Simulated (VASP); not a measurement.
# CO2 (I-42d) in VASP: notebook

CO2 is run at these levels: PBE+D3(BJ); tasks: relaxation of cell and atoms.

Program: VASP 6.6.1. These are calculated values, not measurements. Logs are shortened: lines on timing, memory, paths and dates and some standing lists are left out, and cuts for length are marked.

## (1) The cell of the first run

The structure is tetragonal, space group I-42d (No. 122). Conventional cell: a = 3.589 Å, b = 3.589 Å, c = 5.930 Å, α = 90.00°, β = 90.00°, γ = 90.00°. Within 1.8 Å of C (site symmetry -4) lie 4 O at 1.37 Å. Within 1.8 Å of O (site symmetry 2) lie 2 C at 1.37 Å.

## (2) Relaxation of cell and atoms, PBE+D3(BJ), target pressure 25 GPa, at which the enthalpy is minimised

INCAR reads:

```
SYSTEM = CO2
ALGO = Normal
EDIFF = 1E-7
EDIFFG = -0.002
ENCUT = 600
GGA = PE
GGA_COMPAT = .FALSE.
IBRION = 2
ISIF = 3
ISMEAR = 0
IVDW = 12
LASPH = .TRUE.
LCHARG = .FALSE.
LREAL = .FALSE.
LWAVE = .FALSE.
NELM = 120
NELMIN = 4
NSW = 80
PREC = Accurate
PSTRESS = 250.0
SIGMA = 0.01
```

KPOINTS reads:

```
k-points
0
G
  8 8 8
  0 0 0
```

POSCAR reads:

```
CO2
1.0
   -1.7944337952      1.7944337952      2.9649924896
    1.7944337952     -1.7944337952      2.9649924896
    1.7944337952      1.7944337952     -2.9649924896
C O
2 4
Direct
    0.0000000000      0.0000000000      0.0000000000
    0.7500000000      0.2500000000      0.5000000000
    0.3750000000      0.3244952793      0.4494952793
    0.6755047207      0.1250000000      1.0505047207
    0.8750000000      0.9255047207      0.5505047207
    0.0744952793      0.6250000000     -0.0505047207
```

Potentials or basis: VASP PAW PBE potentials, release 64 (C, O).

Command:

```
cat potpaw_PBE.64/C/POTCAR potpaw_PBE.64/O/POTCAR > POTCAR
mpirun -np 1 vasp_std > vasp.out
```

OUTCAR:

```text
SYSTEM = CO2
   EDIFF = 1E-7
   EDIFFG = -0.002
   ENCUT = 600
   GGA = PE
   IBRION = 2
   ISIF = 3
   ISMEAR = 0
   IVDW = 12
   LASPH = .TRUE.
   LREAL = .FALSE.
   NELM = 120
   NELMIN = 4
   NSW = 80
   PREC = Accurate
   PSTRESS = 250.0
 IVDW          = 12

 ion  position               nearest neighbor table
   1  0.000  0.000  0.000-   4 1.37   5 1.37   6 1.37   3 1.37
   2  0.750  0.250  0.500-   3 1.37   4 1.37   5 1.37   6 1.37
   3  0.375  0.324  0.449-   2 1.37   1 1.37
   4  0.676  0.125  0.051-   1 1.37   2 1.37
   5  0.875  0.926  0.551-   1 1.37   2 1.37
   6  0.074  0.625  0.949-   1 1.37   2 1.37

  LATTYP: Found a body centered tetragonal cell.
 ALAT       =     3.5888675904
 C/A-ratio  =     1.6523276019

  Lattice vectors:

 A1 = (  -1.7944337952,   1.7944337952,   2.9649924896)
 A2 = (   1.7944337952,  -1.7944337952,   2.9649924896)
 A3 = (   1.7944337952,   1.7944337952,  -2.9649924896)

Analysis of symmetry for initial positions (statically):
=====================================================================
 Subroutine PRICEL returns:
 Original cell was already a primitive cell.

 Routine SETGRP: Setting up the symmetry group for a
 body centered tetragonal supercell.

 Subroutine GETGRP returns: Found  8 space group operations
 (whereof  4 operations were pure point group operations)
 out of a pool of 16 trial point group operations.

The static configuration has the point symmetry S_4 .
 The point group associated with its full space group is D_2d.

Analysis of symmetry for dynamics (positions and initial velocities):
=====================================================================
 Subroutine PRICEL returns:
 Original cell was already a primitive cell.

 Routine SETGRP: Setting up the symmetry group for a
 body centered tetragonal supercell.

 Subroutine GETGRP returns: Found  8 space group operations
 (whereof  4 operations were pure point group operations)
 out of a pool of 16 trial point group operations.

The dynamic configuration has the point symmetry S_4 .
 The point group associated with its full space group is D_2d.

 Subroutine INISYM returns: Found  8 space group operations
 (whereof  4 operations are pure point group operations),
 and found     1 'primitive' translations

----------------------------------------------------------------------------------------

                                     Primitive cell

  volume of cell :      38.1890

  direct lattice vectors                    reciprocal lattice vectors
    -1.794433795  1.794433795  2.964992490     0.000000000  0.278639425  0.168634491
     1.794433795 -1.794433795  2.964992490     0.278639425  0.000000000  0.168634491
[... 86 lines left out ...]
   ICHARG =      2    charge: 1-file 2-atom 10-const
   ISPIN  =      1    spin polarized calculation?
   LNONCOLLINEAR =      F non collinear calculations
   LSORBIT =      F    spin-orbit coupling
   LASPH  =      T    aspherical Exc in radial PAW
   ENCUT  =  600.0 eV  44.10 Ry    6.64 a.u.   7.79  7.79  7.79*2*pi/ulx,y,z
   NELM   =    120;   NELMIN=  4; NELMDL= -5     # of ELM steps
   EDIFF  = 0.1E-06   stopping-criterion for ELM
   LREAL  =      F    real-space projection
   EDIFFG = -.2E-02   stopping-criterion for IOM
   NSW    =     80    number of steps for IOM
   IBRION =      2    ionic relax: 0-MD 1-quasi-New 2-CG
   NFREE  =      1    steps in history (QN), initial steepest desc. (CG)
   ISIF   =      3    stress and relaxation
   ISYM   =      2    0-nonsym 1-usesym 2-fastsym
   POTIM  = 0.5000    time-step for ionic-motion
   TEBEG  =    0.0;   TEEND  =   0.0 temperature during run
   PSTRESS=  250.0 pullay stress
   NELECT =      32.0000    total number of electrons
   NUPDOWN=      -1.0000    fix difference up-down
   EMIN   =  10.00;   EMAX   =-10.00  energy-range for DOS
   EFERMI =   0.00;   METHOD = LEGACY
   ISMEAR =     0;   SIGMA  =   0.01  broadening in eV -4-tet -1-fermi 0-gaus
   EFERMI_NEDOS =   21; number of points for ismear=-14 and -15
   IALGO  =     38    algorithm
   IMIX   =      4    mixing-type and parameters
     AMIX     =   0.40;   BMIX     =  1.00
     AMIX_MAG =   1.60;   BMIX_MAG =  1.00
  volume/ion in A,a.u.               =       6.36        42.95
  Fermi-wavevector in a.u.,A,eV,Ry     =   1.543401  2.916604 32.410240  2.382085
  Thomas-Fermi vector in A             =   2.649069
   LORBIT       =      0    0 simple, 1 ext, 2 COOP (PROOUT), +10 PAW based schemes
   GGA     = PE    functional components
   LHFCALC =     F    Hartree Fock is set to
   AEXX    =    0.0000 exact exchange contribution
   IVDW    =    12    specifies the selected vdW correction
   LEPSILON=     F    determine dielectric tensor
   LRPA    =     F    only Hartree local field effects (RPA)
 conjugate gradient relaxation of ions
 non-spin polarized calculation
 Gauss-broadening in eV      SIGMA  =   0.01
  energy-cutoff  :      600.00
  volume of cell :       38.19
 maximum number of plane-waves:      1286
   NGX = 15   NGY = 15   NGZ = 15

--------------------------------------- Ionic step        1  -------------------------------------------

 number of electron      32.0000000 magnetization

 Free energy of the ion-electron system (eV)
  ---------------------------------------------------
  ext. energy  EPLUGINS =         0.00000000
  ---------------------------------------------------
  free energy    TOTEN  =       -42.39417778 eV

  energy without entropy =      -42.39417778  energy(sigma->0) =      -42.39417778

------------------------ aborting loop because EDIFF is reached ----------------------------------------

 Edisp (eV)   -0.75175

 E8    (eV) :    -0.1934
[... 125 lines left out ...]
  energy  without entropy=      -43.4147577481  energy(sigma->0) =      -43.41475775

  enthalpy is  TOTEN    =       -37.2476803589 eV   P V=        6.1670773892

[... ionic steps 4 to 10 ...]

--------------------------------------- Ionic step       11  -------------------------------------------

 number of electron      31.9999993 magnetization

------------------------ aborting loop because EDIFF is reached ----------------------------------------
[... 87 lines left out ...]
--------------------------------------- Ionic step       13  -------------------------------------------

 number of electron      31.9999993 magnetization

 Free energy of the ion-electron system (eV)
  ---------------------------------------------------
  ext. energy  EPLUGINS =         0.00000000
  ---------------------------------------------------
  free energy    TOTEN  =       -42.87950599 eV

  energy without entropy =      -42.87950599  energy(sigma->0) =      -42.87950599

 E-fermi :   3.9782     XC(G=0): -12.0240

 val. band max:        3.9247274586   @ k =  -0.3750   0.3750   0.3750
 cond. band min:      11.5457259554   @ k =   0.0000   0.0000   0.0000
 fundamental gap:      7.6209984968
 Fermi energy:         3.9781564186

 k-point     1 :       0.0000    0.0000    0.0000
  band No.  band energies     occupation
      1     -21.0997      2.00000
      2     -15.3786      2.00000
      3     -15.3786      2.00000
      4     -14.7437      2.00000
      5     -10.6678      2.00000
      6      -6.1212      2.00000
[... 541 lines left out ...]
     19      14.3091      0.00000
     20      14.4697      0.00000

 [... further k-points ...]

------------------------ aborting loop because EDIFF is reached ----------------------------------------

 Edisp (eV)   -0.70807

 E8    (eV) :    -0.1820
[... 33 lines left out ...]
  energy  without entropy=      -43.5875751579  energy(sigma->0) =      -43.58757516

  enthalpy is  TOTEN    =       -37.2810367571 eV   P V=        6.3065384009

 reached required accuracy - stopping structural energy minimisation
```

OSZICAR:

```text
N       E                     dE             d eps       ncg     rms          rms(c)
DAV:   1     0.198044700352E+03    0.19804E+03   -0.21515E+04  2360   0.183E+03
DAV:   2    -0.378255976579E+02   -0.23587E+03   -0.22828E+03  3156   0.372E+02
DAV:   3    -0.454162262001E+02   -0.75906E+01   -0.75621E+01  2832   0.710E+01
DAV:   4    -0.454952101995E+02   -0.78984E-01   -0.78810E-01  2940   0.783E+00
[... 117 lines left out ...]
       N       E                     dE             d eps       ncg     rms          rms(c)
DAV:   1    -0.428795066146E+02    0.65433E-03   -0.10468E-04  2360   0.907E-02    0.657E-03
DAV:   2    -0.428795061652E+02    0.44942E-06   -0.26800E-06  2824   0.144E-02    0.287E-03
DAV:   3    -0.428795060033E+02    0.16190E-06   -0.49968E-07  2628   0.530E-03    0.785E-04
DAV:   4    -0.428795059897E+02    0.13546E-07   -0.57800E-08  1340   0.217E-03
  13 F= -.37281037E+02 E0= -.37281037E+02  d E =-.574961E-06
```

Run time: 7.2 min. Hardware: 1 thread of AMD EPYC 9R45 (Zen 5), shared host; peak memory 0.17 GiB.

What came out:

```
Free energy                                                : -43.5876 eV
Relaxed volume                                             : 6.74 Å³/atom
Relaxed cell                                               : a = 3.951 Å, b = 3.951 Å, c = 3.951 Å, α = 124.30°, β = 124.30°, γ = 82.70°
Space group after relaxing (to 0.1 Å)                      : I-42d (No. 122)
Energy change on relaxing (the run minimises the enthalpy) : -73.6 meV/atom
Ionic steps                                                : 13
Pressure after relaxing                                    : 25.0 GPa
Band gap on the k mesh                                     : 7.62 eV (least direct gap 7.89 eV)
Dispersion energy per atom                                 : -0.118 eV
```

The path:
| step | energy change (eV) | largest force (eV/Å) | pressure (GPa) | volume (Å³) |
| --- | --- | --- | --- | --- |
| 1 | 0.0000 | 0.1157 | 40.10 | 38.19 |
| 2 | -0.4602 | 1.3320 | 6.87 | 41.60 |
| 3 | -0.2688 | 0.5133 | 25.35 | 39.52 |
| 4 | -0.3874 | 0.0714 | 24.84 | 40.13 |
| 5 | -0.3993 | 0.0191 | 24.78 | 40.20 |
| 6 | -0.4011 | 0.0094 | 25.39 | 40.19 |
| 7 | -0.4002 | 0.0878 | 27.01 | 40.16 |
| 8 | -0.4204 | 0.0162 | 25.85 | 40.28 |
| 9 | -0.4321 | 0.0274 | 25.14 | 40.36 |
| 10 | -0.4345 | 0.0215 | 25.10 | 40.37 |
| 11 | -0.4414 | 0.0041 | 24.98 | 40.42 |
| 12 | -0.4422 | 0.0019 | 24.96 | 40.42 |
| 13 | -0.4416 | 0.0011 | 25.01 | 40.42 |

Final structure:
```cif
data_structure
_symmetry_space_group_name_H-M 'P 1'
_symmetry_Int_Tables_number 1
_cell_length_a 3.9511
_cell_length_b 3.9511
_cell_length_c 3.9511
_cell_angle_alpha 124.303
_cell_angle_beta 124.303
_cell_angle_gamma 82.695
_cell_volume 40.42
loop_
_atom_site_label
_atom_site_type_symbol
_atom_site_fract_x
_atom_site_fract_y
_atom_site_fract_z
_atom_site_occupancy
C1 C 0.00000 0.00000 0.00000 1
C2 C 0.75000 0.25000 0.50000 1
O1 O 0.37500 0.31600 0.44100 1
O2 O 0.68400 0.12500 0.05900 1
O3 O 0.87500 0.93400 0.55900 1
O4 O 0.06600 0.62500 0.94100 1
```

Caveat: the cell is relaxed towards a set pressure, so the run minimises the enthalpy, not the energy. A k mesh can miss the band edges.

## (3) Relaxation of cell and atoms, PBE+D3(BJ), target pressure 15 GPa, at which the enthalpy is minimised

This run uses another cell than the first one, of 6.72 Å³/atom.

INCAR reads:

```
SYSTEM = CO2
PREC     = Accurate       ! precision mode
ENCUT    = 600            ! plane-wave cutoff, eV
EDIFF    = 1E-7           ! SCF threshold, eV
ISMEAR   = 0              ! smearing method
SIGMA    = 0.01           ! smearing width, eV
LREAL    = .False.        ! projectors in reciprocal space
LASPH    = .True.         ! aspherical terms in the spheres
NELM     = 120            ! most SCF steps
ALGO     = Normal         ! electronic algorithm
ISIF     = 3              ! what is computed and relaxed
LWAVE    = .False.        ! write WAVECAR
LCHARG   = .False.        ! write CHGCAR
GGA      = PE             ! functional
IVDW     = 12             ! dispersion correction
IBRION   = 2              ! ionic algorithm
NSW      = 80             ! ionic steps
EDIFFG   = -0.002         ! ionic threshold
PSTRESS  = 150.0        
GGA_COMPAT= .False.      
NELMIN   = 4
```

KPOINTS reads:

```
Automatic mesh
0
Gamma
  8 8 8
  0 0 0
```

POSCAR reads:

```
CO2
1.0
   -1.8454693674      1.8454693674      2.9602255476
    1.8454693674     -1.8454693674      2.9602255476
    1.8454693674      1.8454693674     -2.9602255476
C O
2 4
Direct
    0.0000000000      0.0000000000      0.0000000000
    0.7500000000      0.2500000000      0.5000000000
    0.3750000000      0.3152782137      0.4402782137
    0.6847217863      0.1250000000      1.0597217863
    0.8750000000      0.9347217863      0.5597217863
    0.0652782137      0.6250000000     -0.0597217863
```

Potentials or basis: VASP PAW PBE potentials, release 64 (C, O).

Command:

```
cat potpaw_PBE.64/C/POTCAR potpaw_PBE.64/O/POTCAR > POTCAR
mpirun -np 1 vasp_std > vasp.out
```

Run time: 7.1 min. Hardware: 1 thread of AMD EPYC 9R45 (Zen 5), shared host; peak memory 0.18 GiB.

Results (log left out):

- Free energy: -43.8438 eV
- Relaxed volume: 7.06 Å³/atom
- Relaxed cell: a = 3.994 Å, b = 3.994 Å, c = 3.994 Å, α = 123.54°, β = 123.54°, γ = 83.97°
- Space group after relaxing (to 0.1 Å): I-42d (No. 122)
- Energy change on relaxing (the run minimises the enthalpy): -42.8 meV/atom
- Ionic steps: 11
- Pressure after relaxing: 15.0 GPa
- Band gap on the k mesh: 7.69 eV (least direct gap 7.98 eV)
- Dispersion energy per atom: -0.112 eV

The path:
```
step  energy change (eV)  largest force (eV/Å)  pressure (GPa)  volume (Å³)
   1              0.0000                0.1051           26.31        40.33
   2             -0.2329                1.0336            2.56        43.16
   3             -0.1512                0.4089           15.37        41.51
   4             -0.2179                0.1043           14.98        42.03
   5             -0.2337                0.0168           14.89        42.19
   6             -0.2366                0.0004           15.21        42.20
   7             -0.2410                0.0508           16.13        42.22
   8             -0.2625                0.0687           14.21        42.45
   9             -0.2531                0.0144           15.08        42.34
  10             -0.2549                0.0079           15.04        42.36
  11             -0.2569                0.0009           14.99        42.38
```

Final structure:
```
CELL_PARAMETERS angstrom
-1.88920 1.88920 2.96870
1.88920 -1.88920 2.96870
1.88920 1.88920 -2.96870
ATOMIC_POSITIONS crystal
C 0.00000 0.00000 0.00000
C 0.75000 0.25000 0.50000
O 0.37500 0.30795 0.43295
O 0.69205 0.12500 0.06705
O 0.87500 0.94205 0.56705
O 0.05795 0.62500 0.93295
```

Levels at points of the mesh, in eV from the valence-band top:
| k point | band 12 | band 13 | band 14 | band 15 | band 16 | band 17 | band 18 | band 19 | band 20 |
| --- | --- | --- | --- | --- | --- | --- | --- | --- | --- |
| (0.00, 0.00, 0.00) | -1.56 | -1.56 | -0.70 | -0.70 | -0.30 | 7.69 | 9.85 | 9.85 | 10.03 |
| (0.50, 0.00, 0.00) | -2.67 | -1.72 | -1.45 | -0.39 | -0.01 | 8.68 | 9.99 | 10.38 | 10.56 |
| (0.50, 0.50, 0.00) | -2.71 | -0.63 | -0.63 | -0.52 | -0.52 | 9.47 | 9.47 | 10.33 | 10.33 |
| (0.50, 0.50, 0.50) | -3.07 | -2.91 | -2.91 | -0.08 | -0.08 | 8.87 | 8.87 | 11.13 | 11.13 |

Caveat: the cell is relaxed towards a set pressure, so the run minimises the enthalpy, not the energy.

## (4) Relaxation of cell and atoms, PBE+D3(BJ), target pressure 8 GPa, at which the enthalpy is minimised

This run uses another cell than the first one, of 7.05 Å³/atom.

INCAR reads:

```
ALGO     = Normal         # electronic algorithm
EDIFF    = 1E-7           # SCF threshold, eV
EDIFFG   = -0.002         # ionic threshold
ENCUT    = 600            # plane-wave cutoff, eV
GGA      = PE             # functional
GGA_COMPAT= False        
IBRION   = 2              # ionic algorithm
ISIF     = 3              # what is computed and relaxed
ISMEAR   = 0              # smearing method
IVDW     = 12             # dispersion correction
LASPH    = True           # aspherical terms in the spheres
LCHARG   = False          # write CHGCAR
LREAL    = False          # projectors in reciprocal space
LWAVE    = False          # write WAVECAR
NELM     = 120            # most SCF steps
NELMIN   = 4            
NSW      = 80             # ionic steps
PREC     = Accurate       # precision mode
PSTRESS  = 80.0         
SIGMA    = 0.01           # smearing width, eV
```

KPOINTS reads:

```
k-points
0
Gamma
  8 8 8
```

POSCAR reads:

```
CO2
1.0
   -1.8885809754      1.8885809754      2.9639521617
    1.8885809754     -1.8885809754      2.9639521617
    1.8885809754      1.8885809754     -2.9639521617
C O
2 4
Direct
    0.0000000000      0.0000000000      0.0000000000
    0.7500000000      0.2500000000      0.5000000000
    0.3750000000      0.3072837837      0.4322837837
    0.6927162163      0.1250000000      1.0677162163
    0.8750000000      0.9427162163      0.5677162163
    0.0572837837      0.6250000000     -0.0677162163
```

Command:

```
cat potpaw_PBE.64/C/POTCAR potpaw_PBE.64/O/POTCAR > POTCAR
mpirun -np 1 vasp_std > vasp.out
```

It took 5.6 min on 1 thread of AMD EPYC 9R45 (Zen 5), shared host; peak memory 0.18 GiB.

The run converged. Its results:

| Item | Value |
| --- | --- |
| Free energy | -43.9733 eV |
| Relaxed volume | 7.34 Å³/atom |
| Relaxed cell | a = 4.031 Å, b = 4.031 Å, c = 4.031 Å, α = 123.00°, β = 123.00°, γ = 84.87° |
| Space group after relaxing (to 0.1 Å) | I-42d (No. 122) |
| Energy change on relaxing (the run minimises the enthalpy) | -21.1 meV/atom |
| Ionic steps | 11 |
| Pressure after relaxing | 8.0 GPa |
| Band gap on the k mesh | 7.69 eV (least direct gap 8.03 eV) |
| Dispersion energy per atom | -0.108 eV |

The path:
```csv
step,energy change (eV),largest force (eV/Å),pressure (GPa),volume (Å³)
1,0.0000,0.0956,16.15,42.29
2,-0.0980,0.7643,-0.39,44.52
3,-0.0732,0.3028,8.35,43.26
4,-0.1046,0.1057,8.07,43.68
5,-0.1160,0.0143,7.95,43.88
6,-0.1181,0.0037,8.13,43.90
7,-0.1216,0.0265,8.62,43.94
8,-0.1347,0.1066,6.51,44.22
9,-0.1255,0.0094,8.04,44.01
10,-0.1255,0.0086,8.05,44.01
11,-0.1266,0.0016,8.01,44.03
```

Final structure:
```
C O
1.0
    -1.92355    1.92355    2.97530
     1.92355   -1.92355    2.97530
     1.92355    1.92355   -2.97530
C O
2 4
Direct
  0.00000 0.00000 0.00000
  0.75000 0.25000 0.50000
  0.37500 0.30146 0.42646
  0.69854 0.12500 0.07354
  0.87500 0.94854 0.57354
  0.05146 0.62500 0.92646
```

Levels at points of the mesh, in eV from the valence-band top:
```csv
k point,band 12,band 13,band 14,band 15,band 16,band 17,band 18,band 19,band 20
"(0.00, 0.00, 0.00)",-1.42,-1.42,-0.77,-0.77,-0.34,7.69,9.62,9.62,9.67
"(0.50, 0.00, 0.00)",-2.49,-1.70,-1.42,-0.40,0.00,8.50,9.78,10.05,10.45
"(0.50, 0.50, 0.00)",-2.68,-0.59,-0.59,-0.57,-0.57,9.23,9.23,10.14,10.14
"(0.50, 0.50, 0.50)",-3.09,-2.88,-2.88,-0.04,-0.04,8.88,8.88,11.01,11.01
```

Caveat: the cell is relaxed towards a set pressure, so the run minimises the enthalpy, not the energy.

## (5) The runs side by side

```tsv
cell	gap on the mesh (eV)	pressure (GPa)
relaxed to 25 GPa from a = 3.903 Å, angles 125.3, 125.3, 81.1°, 6 atoms, atomic positions A	7.62	25.0
relaxed to 15 GPa from a = 3.946 Å, angles 124.2, 124.2, 82.8°, 6 atoms, atomic positions B	7.69	15.0
relaxed to 8 GPa from a = 3.990 Å, angles 123.5, 123.5, 84.0°, 6 atoms, atomic positions C	7.69	8.0
```

Alike in all rows: task relaxation of cell and atoms; level PBE+D3(BJ); potentials or basis VASP PAW PBE potentials, release 64 (C, O); no spin polarisation; k mesh 8 × 8 × 8; cutoff (eV) 600; smearing gaussian 0.01 eV.

Caveats: the cell is relaxed towards a set pressure, so the run minimises the enthalpy, not the energy.

Absolute energies hang on the potentials; compare differences alone.
